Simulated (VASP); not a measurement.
Runs of VASP 6.6.1 on TiTe. The structure is that of space group P6_3/mmc (No. 194), or close to it. The cells are those of the table. 

```tsv
cell	gap on the mesh (eV)	pressure (GPa)
a = 3.917, b = 3.917, c = 6.529 Å, angles 90.0, 90.0, 120.0°, 4 atoms	none	(a)
a = 3.842, b = 3.842, c = 6.403 Å, angles 90.0, 90.0, 120.0°, 4 atoms	none	3.5
a = 3.893, b = 3.893, c = 6.487 Å, angles 90.0, 90.0, 120.0°, 4 atoms	none	(b)
a = 3.764, b = 3.764, c = 6.272 Å, angles 90.0, 90.0, 120.0°, 4 atoms	none	11.3
a = 3.816, b = 3.816, c = 6.360 Å, angles 90.0, 90.0, 120.0°, 4 atoms	none	5.9
```

Alike in all rows: task single point; level PBEsol; potentials or basis VASP PAW PBE potentials, release 64 (Te, Ti_sv); no spin polarisation; k mesh 8 × 8 × 4; cutoff (eV) 520; smearing fermi-dirac 0.05 eV.

Task: Estimate the missing entries.

Result: (a) -2.2; (b) -0.5.

Caveats: the PAW data sets were made with another functional, which shifts forces and pressure a little; spin-orbit coupling is left out, which moves the levels of the heavy elements.

A k mesh can miss the band edges, and the runs leave out spin-orbit coupling on Te.

A gap of «none» marks levels without a gap at the run's occupations.
